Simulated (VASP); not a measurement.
**CuSn3: single point with PBEsol**

CuSn3:

```xyz
4
Lattice="-2.2399 2.2399 4.7733 2.2399 -2.2399 4.7733 2.2399 2.2399 -4.7733" Properties=species:S:1:pos:R:3 pbc="T T T"
Sn    0.0000    0.0000    4.7733
Sn    2.2399    0.0000    2.3866
Sn    0.0000    2.2399    2.3866
Cu    0.0000    0.0000    0.0000
```

```
Program             : VASP 6.6.1
Task                : single point
Functional          : PBEsol
Potentials or basis : VASP PAW PBE potentials, release 64 (Sn_d, Cu)
Cutoff              : 520 eV
k mesh              : 7 × 7 × 7
Occupations         : fermi-dirac, width 0.05 eV
Spin                : no spin polarisation
```

```
Pressure               : -2.9 GPa
Band gap on the k mesh : zero (an odd number of electrons rules out a gap without spin polarisation)
```

Stress tensor (GPa, compression positive):
```
-2.71  0.00  0.00
 0.00 -2.71  0.00
 0.00  0.00 -3.32
```

Levels at points of the mesh, in eV from the Fermi level:
```
           k point  band 22  band 23  band 24  band 25  band 26  band 27  band 28  band 29  band 30  band 31
(0.00, 0.00, 0.00)    -2.79    -2.48    -2.13    -1.12    -1.12    -0.32    -0.32     0.34     1.23     1.26
```

Wall time 6.3 min on 1 thread of Intel Xeon 8259CL (shared host), peak memory 0.38 GiB.

Caveat: the PAW data sets were made with another functional, which shifts forces and pressure a little; spin-orbit coupling is left out, which moves the levels of the heavy elements.
